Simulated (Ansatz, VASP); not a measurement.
## BN: VASP beside Ansatz

```
B N
1.0
     2.50804    0.00000    0.00000
    -1.24671    2.17623    0.00000
    -0.63067   -1.08812    3.02254
B N
1 1
Cartesian
  1.2297 2.1384 0.0055
  0.6410 -0.3484 2.9772
```

Alike in both runs: task single point; functional PBEsol; k mesh 10 × 10 × 6; no spin polarisation.

|  | VASP | Ansatz |
| --- | --- | --- |
| version | VASP 6.6.1 | Ansatz 0.2.0 |
| potentials or method | VASP PAW PBE potentials, release 64 (B, N), cutoff 520 eV | plane waves, PAW |
| occupations | gaussian, width 0.01 eV | fixed |
| valence electrons in the cell | 8 | 8 |

VASP gave:

* pressure (GPa): 1.9
* traceless stress, the component that is largest in VASP (GPa): -7.79

Task: Which values does Ansatz return?

Result: Pressure (GPa): 1.6; traceless stress, the component that is largest in VASP (GPa): -7.95.

VASP's potentials were made for PBE, not for PBEsol.
